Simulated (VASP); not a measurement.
# Cl (Pc) in VASP: single point with PBEsol

Aim: the single point of Cl with PBEsol.

Everything below comes from runs of VASP 6.6.1. Logs are shortened: lines on timing, memory, paths and dates and some standing lists are left out, and cuts for length are marked.

## 1. The cell of the first run

The typed cell holds 4 atoms: a = 3.902 Å, b = 3.461 Å, c = 8.344 Å, α = 90.00°, β = 90.00°, γ = 74.87°.

## 2. Single point, PBEsol (strained and its atoms moved)

File INCAR:

```
PREC = Accurate
ENCUT = 520
EDIFF = 1E-7
ISMEAR = 0
SIGMA = 0.02
LREAL = F
LASPH = T
NELM = 80
ALGO = Normal
ISIF = 2
LWAVE = F
LCHARG = T
GGA = PS
LELF = T
LVHAR = T
NBANDS = 22
```

File KPOINTS:

```
Automatic mesh
0
Gamma
  8 8 4
```

File POSCAR:

```
Cl
1.0
    3.0550944000     -2.4281408000      0.0000000000
    2.7862944000      2.0537408000      0.0000000000
    0.0000000000      0.0000000000      8.3437564000
Cl
4
Direct
    0.1256069045      0.8734846972      0.0878138637
    0.6256069045      0.3734846972      0.4121861363
    0.8743930955      0.1265153028      0.9116306117
    0.3743930955      0.6265153028      0.5883693883
```

Potentials or basis: VASP PAW PBE potentials, release 64 (Cl).

Command:

```sh
$ cat potpaw_PBE.64/Cl/POTCAR > POTCAR
$ mpirun -np 1 vasp_std > vasp.out
```

OUTCAR:

```text
PREC = Accurate
   ENCUT = 520
   EDIFF = 1E-7
   ISMEAR = 0
   LREAL = F
   LASPH = T
   NELM = 80
   ISIF = 2
   GGA = PS

 ion  position               nearest neighbor table
   1  0.126  0.873  0.088-   3 1.85
   2  0.626  0.373  0.412-   4 1.85
   3  0.874  0.127  0.912-   1 1.85
   4  0.374  0.627  0.588-   2 1.85

  LATTYP: Found a simple monoclinic cell.
 ALAT       =     3.4613996818
 B/A-ratio  =     2.4105151578
 C/A-ratio  =     1.1274327310
 COS(beta)  =    -0.2610005581

  Lattice vectors:

 A1 = (   2.7862944000,   2.0537408000,   0.0000000000)
 A2 = (   0.0000000000,   0.0000000000,  -8.3437564000)
 A3 = (  -3.0550944000,   2.4281408000,   0.0000000000)

Analysis of symmetry for initial positions (statically):
=====================================================================
 Subroutine PRICEL returns:
 Original cell was already a primitive cell.

 Routine SETGRP: Setting up the symmetry group for a
 simple monoclinic supercell.

 Subroutine GETGRP returns: Found  2 space group operations
 (whereof  1 operations were pure point group operations)
 out of a pool of  4 trial point group operations.

The static configuration has the point symmetry C_1 .
 The point group associated with its full space group is C_1h.

Analysis of symmetry for dynamics (positions and initial velocities):
=====================================================================
 Subroutine PRICEL returns:
 Original cell was already a primitive cell.

 Routine SETGRP: Setting up the symmetry group for a
 simple monoclinic supercell.

 Subroutine GETGRP returns: Found  2 space group operations
 (whereof  1 operations were pure point group operations)
 out of a pool of  4 trial point group operations.

The dynamic configuration has the point symmetry C_1 .
 The point group associated with its full space group is C_1h.

 Subroutine INISYM returns: Found  2 space group operations
 (whereof  1 operations are pure point group operations),
 and found     1 'primitive' translations

----------------------------------------------------------------------------------------

                                     Primitive cell

  volume of cell :     108.8016

[... 83 lines left out ...]
   PREC   = accura    normal or accurate (medium, high low for compatibility)
   ISTART =      0    job   : 0-new  1-cont  2-samecut
   ICHARG =      2    charge: 1-file 2-atom 10-const
   ISPIN  =      1    spin polarized calculation?
   LNONCOLLINEAR =      F non collinear calculations
   LSORBIT =      F    spin-orbit coupling
   LASPH  =      T    aspherical Exc in radial PAW
   ENCUT  =  520.0 eV  38.22 Ry    6.18 a.u.   7.26  6.44 15.51*2*pi/ulx,y,z
   NELM   =     80;   NELMIN=  2; NELMDL= -5     # of ELM steps
   EDIFF  = 0.1E-06   stopping-criterion for ELM
   LREAL  =      F    real-space projection
   EDIFFG = 0.1E-05   stopping-criterion for IOM
   NSW    =      0    number of steps for IOM
   IBRION =     -1    ionic relax: 0-MD 1-quasi-New 2-CG
   NFREE  =      0    steps in history (QN), initial steepest desc. (CG)
   ISIF   =      2    stress and relaxation
   ISYM   =      2    0-nonsym 1-usesym 2-fastsym
   POTIM  = 0.5000    time-step for ionic-motion
   TEBEG  =    0.0;   TEEND  =   0.0 temperature during run
   PSTRESS=    0.0 pullay stress
   NELECT =      28.0000    total number of electrons
   NUPDOWN=      -1.0000    fix difference up-down
   EMIN   =  10.00;   EMAX   =-10.00  energy-range for DOS
   EFERMI =   0.00;   METHOD = LEGACY
   ISMEAR =     0;   SIGMA  =   0.02  broadening in eV -4-tet -1-fermi 0-gaus
   EFERMI_NEDOS =   21; number of points for ismear=-14 and -15
   IALGO  =     38    algorithm
   IMIX   =      4    mixing-type and parameters
     AMIX     =   0.40;   BMIX     =  1.00
     AMIX_MAG =   1.60;   BMIX_MAG =  1.00
  volume/ion in A,a.u.               =      27.20       183.56
  Fermi-wavevector in a.u.,A,eV,Ry     =   1.041316  1.967801 14.753315  1.084338
  Thomas-Fermi vector in A             =   2.175931
   LORBIT       =      0    0 simple, 1 ext, 2 COOP (PROOUT), +10 PAW based schemes
   GGA     = PS    functional components
   LHFCALC =     F    Hartree Fock is set to
   AEXX    =    0.0000 exact exchange contribution
   IVDW    =     0    specifies the selected vdW correction
   LEPSILON=     F    determine dielectric tensor
   LRPA    =     F    only Hartree local field effects (RPA)
 non-spin polarized calculation
 Gauss-broadening in eV      SIGMA  =   0.02
  energy-cutoff  :      520.00
  volume of cell :      108.80
 maximum number of plane-waves:      2956
 NGX is ok and might be reduce to    30
   NGX = 15   NGY = 13   NGZ = 31

 number of electron      28.0000002 magnetization

 Free energy of the ion-electron system (eV)
  ---------------------------------------------------
  ext. energy  EPLUGINS =         0.00000000
  ---------------------------------------------------
  free energy    TOTEN  =        -7.45412251 eV

  energy without entropy =       -7.45412251  energy(sigma->0) =       -7.45412251

 E-fermi :   0.3804     XC(G=0):  -8.1268

 val. band max:        0.2882145323   @ k =   0.5000  -0.0000   0.5000
 cond. band min:       3.5132605711   @ k =  -0.1250   0.1250   0.0000
 fundamental gap:      3.2250460387
 Fermi energy:         0.3804071465

 k-point     1 :       0.0000    0.0000    0.0000
  band No.  band energies     occupation
      1     -18.0014      2.00000
      2     -17.8961      2.00000
      3     -12.2619      2.00000
      4     -11.8180      2.00000
      5      -5.8826      2.00000
      6      -5.1200      2.00000
[... 589 lines left out ...]
     21       9.8004      0.00000
     22      10.5600      0.00000

 [... further k-points ...]
[... 5 lines left out ...]
  --------------------------------------------------------------------------------------
  -------------------------------------------------------------------------------------
  Total        0.8247907      4.8844299      7.6915246      0.3276165      0.0000000      0.0000000
  in kB       12.1455983     71.9265142    113.2628712      4.8243728      0.0000000      0.0000000
  external PRESSURE =      65.7783279 kB  Pullay stress =       0.0000000 kB

 VOLUME and BASIS-vectors are now :
 -----------------------------------------------------------------------------
  energy-cutoff  :      520.00
  volume of cell :      108.80
      direct lattice vectors                 reciprocal lattice vectors
     3.055094400 -2.428140800  0.000000000     0.157496823 -0.213674733  0.000000000
     2.786294400  2.053740800  0.000000000     0.186208728  0.234288408  0.000000000
     0.000000000  0.000000000  8.343756400     0.000000000  0.000000000  0.119850095

 POSITION                                       TOTAL-FORCE (eV/Angst)
 -----------------------------------------------------------------------------------
      2.81753      1.48892      0.73270         0.090929     -2.006855      2.795273
      2.95193     -0.75202      3.43918         0.090929     -2.006855     -2.795273
      3.02386     -1.86332      7.60642        -0.090929      2.006855     -2.794664
      2.88946      0.37762      4.90921        -0.090929      2.006855      2.794664
 -----------------------------------------------------------------------------------
    total drift:                                0.000002     -0.000009     -0.000000

  FREE ENERGIE OF THE ION-ELECTRON SYSTEM (eV)
  ---------------------------------------------------
  free  energy   TOTEN  =        -7.4541225133 eV

  energy  without entropy=       -7.4541225133  energy(sigma->0) =       -7.45412251
```

OSZICAR:

```text
N       E                     dE             d eps       ncg     rms          rms(c)
DAV:   1     0.180637439555E+03    0.18064E+03   -0.12189E+04  4488   0.109E+03
DAV:   2     0.511901625258E+01   -0.17552E+03   -0.16870E+03  6148   0.204E+02
DAV:   3    -0.768818127291E+01   -0.12807E+02   -0.12756E+02  6028   0.623E+01
DAV:   4    -0.783717540062E+01   -0.14899E+00   -0.14892E+00  5880   0.793E+00
DAV:   5    -0.783964701766E+01   -0.24716E-02   -0.24715E-02  5994   0.102E+00    0.231E+01
DAV:   6    -0.755407439120E+01    0.28557E+00   -0.17556E-01  5616   0.244E+00    0.147E+01
DAV:   7    -0.746178885342E+01    0.92286E-01   -0.38977E-01  5628   0.353E+00    0.789E-01
DAV:   8    -0.745390949651E+01    0.78794E-02   -0.42226E-02  5226   0.128E+00    0.391E-01
DAV:   9    -0.745402437096E+01   -0.11487E-03   -0.13672E-03  6282   0.212E-01    0.119E-01
DAV:  10    -0.745412382961E+01   -0.99459E-04   -0.13171E-04  5820   0.713E-02    0.270E-02
DAV:  11    -0.745412110409E+01    0.27255E-05   -0.34684E-05  5676   0.345E-02    0.101E-02
DAV:  12    -0.745412174547E+01   -0.64138E-06   -0.33425E-06  5646   0.119E-02    0.366E-03
DAV:  13    -0.745412249789E+01   -0.75241E-06   -0.75466E-07  5754   0.537E-03    0.145E-03
DAV:  14    -0.745412251332E+01   -0.15433E-07   -0.70965E-08  4144   0.167E-03
   1 F= -.74541225E+01 E0= -.74541225E+01  d E =-.521260E-13
```

Wall time 3.6 min (1 thread of Intel Xeon Platinum 8259CL at 2.50GHz (Skylake/Cascade Lake), shared host); peak memory 0.31 GiB.

What came out:

```yaml
Free_energy: -7.4541 eV
Pressure: 6.6 GPa
Largest_force: 3.442 eV/Å
Band_gap_on_the_k_mesh: 3.23 eV, indirect (least direct gap 3.32 eV)
```

Forces on the atoms (eV/Å):
```
Cl   0.091 -2.007  2.795
Cl   0.091 -2.007 -2.795
Cl  -0.091  2.007 -2.795
Cl  -0.091  2.007  2.795
```

Stress tensor (GPa, compression positive):
```
 1.21  0.48  0.00
 0.48  7.19  0.00
 0.00  0.00 11.33
```

Caveat: the cell differs from its parent crystal (strained and its atoms moved); the PAW data sets were made with another functional, which shifts forces and pressure a little. A k mesh can miss the band edges.
